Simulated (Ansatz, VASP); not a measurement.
# One calculation of FeSi, two programs

INCAR

```
ALGO = Normal ; EDIFF = 1E-6
ENCUT = 520 ; GGA = PE
ISIF = 2 ; ISMEAR = 0
LASPH = True ; LCHARG = False
LREAL = False ; LWAVE = False
NBANDS = 34 ; NELM = 100
PREC = Accurate ; SIGMA = 0.01
```

The input KPOINTS:

```
k-points
0
Gamma
  10 10 10
```

The input POSCAR:

```
FeSi
1.0
    4.5507000000      0.0000000000      0.0000000000
    0.0000000000      4.5507000000      0.0000000000
    0.0000000000      0.0000000000      4.5507000000
Fe Si
4 4
Direct
    0.1365200000      0.1365200000      0.1365200000
    0.3634800000      0.8634800000      0.6365200000
    0.6365200000      0.3634800000      0.8634800000
    0.8634800000      0.6365200000      0.3634800000
    0.8424000000      0.8424000000      0.8424000000
    0.6576000000      0.1576000000      0.3424000000
    0.3424000000      0.6576000000      0.1576000000
    0.1576000000      0.3424000000      0.6576000000
```

Input for Ansatz:

```yaml
crystal:
  lattice:
    - [4.5507, 0.0, 0.0]
    - [0.0, 4.5507, 0.0]
    - [0.0, 0.0, 4.5507]
  atoms:
    - { symbol: Fe, position: [0.13652, 0.13652, 0.13652] }
    - { symbol: Fe, position: [0.36348, 0.86348, 0.63652] }
    - { symbol: Fe, position: [0.63652, 0.36348, 0.86348] }
    - { symbol: Fe, position: [0.86348, 0.63652, 0.36348] }
    - { symbol: Si, position: [0.8424, 0.8424, 0.8424] }
    - { symbol: Si, position: [0.6576, 0.1576, 0.3424] }
    - { symbol: Si, position: [0.3424, 0.6576, 0.1576] }
    - { symbol: Si, position: [0.1576, 0.3424, 0.6576] }
basis:
  ecutwfc: 420
kpoints:
  mp_grid: { grid: [10, 10, 10] }
hamiltonian:
  xc: pbe
  pseudopotentials: { kind: paw }
scf:
  occupations: { method: gaussian, width: 0.01 }
output:
  forces: true
  stress: true
  eigenvalues: true
```

Alike in both runs: task single point; functional PBE; k mesh 10 × 10 × 10; occupations gaussian, width 0.01 eV; no spin polarisation.

|  | VASP | Ansatz |
| --- | --- | --- |
| version | VASP 6.6.1 | Ansatz 0.2.0 |
| potentials or method | VASP PAW PBE potentials, release 64 (Fe, Si), cutoff 520 eV | scalar-relativistic, plane waves, PAW |
| valence electrons in the cell | 48 | 80 |

```csv
,VASP,Ansatz,Ansatz less VASP
gap on the k mesh at the Fermi level (eV),0.13,0.13,+0.007
least direct gap on the mesh (eV),0.15,0.16,+0.006
pressure (GPa),-13.7,-13.8,-0.12
rms of the force components (eV/Å),0.150,0.159,+0.0084
```

Atom by atom the forces differ by 0.012 eV/Å (rms over components). With one functional, cell and mesh, what is left measures potentials, basis and numerics. VASP's potentials hold 48 valence electrons a cell and Ansatz's 80, so a difference there can come from the potentials and not from the codes.
